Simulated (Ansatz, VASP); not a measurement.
# One calculation of GeSe5, two programs

```xyz
6
Lattice="3.5677 2.0598 3.4450 -3.5677 2.0598 3.4450 0.0000 -4.1197 3.4450" Properties=species:S:1:pos:R:3 pbc="T T T"
Ge    0.0000    0.0000    5.1675
Se    1.7839   -1.0299    3.4450
Se    0.0000    2.0598    3.4450
Se   -1.7839   -1.0299    3.4450
Se    0.0000    0.0000    1.8394
Se    0.0000    0.0000    8.4956
```

Alike in both runs: functional PBE; k mesh 6 × 6 × 6; occupations gaussian, width 0.1 eV; no spin polarisation.

Ansatz relaxed the structure, and its values are those at the end. VASP's run is a single point on that final structure, the one shown.

|  | VASP | Ansatz |
| --- | --- | --- |
| version | VASP 6.6.1 | Ansatz 0.2.0 |
| potentials or method | VASP PAW PBE potentials, release 64 (Ge_d, Se), cutoff 520 eV | scalar-relativistic, plane waves, PAW |
| valence electrons in the cell | 44 | 94 |

```csv
,VASP,Ansatz,Ansatz less VASP
gap on the k mesh at the Fermi level (eV),none,none,-
pressure (GPa),0.0,0.0,-0.03
```

A gap of «none» marks a metal or a gap that the smearing closes. VASP's potentials hold 44 valence electrons a cell and Ansatz's 94, so a difference there can come from the potentials and not from the codes.
